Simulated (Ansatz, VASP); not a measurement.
**One calculation of ZnSe, two programs**

```xyz
2
Lattice="2.7379 2.7379 0.0000 -2.7379 2.7379 0.0000 0.0000 2.7379 2.7379" Properties=species:S:1:pos:R:3 pbc="T T T"
Zn    0.0000    0.0000    0.0000
Se    1.3690    4.1069    1.3690
```

Alike in both runs: task single point; functional LDA; k mesh 8 × 8 × 8; no spin polarisation.

|  | VASP | Ansatz |
| --- | --- | --- |
| version | VASP 6.6.1 | Ansatz 0.2.0 |
| potentials or method | VASP PAW LDA potentials, release 64 (Zn, Se), cutoff 520 eV | all-electron LAPW, scalar-relativistic |
| occupations | gaussian, width 0.01 eV | fixed |

```csv
,VASP,Ansatz,Ansatz less VASP
gap on the k mesh at the Fermi level (eV),1.50,1.46,-0.043
pressure (GPa),4.4,4.0,-0.42
```

LDA's correlation is that of Perdew and Zunger in VASP and of Perdew and Wang (1992) in Ansatz. Ansatz ran all-electron here, and VASP with PAW potentials.
